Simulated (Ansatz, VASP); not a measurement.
## Ta in VASP and in Ansatz

```xyz
1
Lattice="-1.6057 1.6057 1.6057 1.6057 -1.6057 1.6057 1.6057 1.6057 -1.6057" Properties=species:S:1:pos:R:3 pbc="T T T"
Ta    0.0000    0.0000    0.0000
```

Alike in both runs: task single point; functional LDA; k mesh 22 × 22 × 22; occupations fermi-dirac, width 0.1 eV; no spin polarisation.

|  | VASP | Ansatz |
| --- | --- | --- |
| version | VASP 6.6.1 | Ansatz 0.2.0 |
| potentials or method | VASP PAW LDA potentials, release 64 (Ta_pv), cutoff 520 eV | plane waves (420 eV) with PAW, scalar-relativistic |
| valence electrons in the cell | 11 | 13 |

Ansatz gave:

- pressure (GPa): 9.2

What did VASP give for the same quantities?

Pressure (GPa): 10.2.

Ansatz warns that its potentials were made for another functional, while VASP's fit it. LDA's correlation is that of Perdew and Zunger in VASP and of Perdew and Wang (1992) in Ansatz. VASP's potentials hold 11 valence electrons a cell and Ansatz's 13, so a difference there can come from the potentials and not from the codes.

Neither program's run includes spin-orbit coupling.
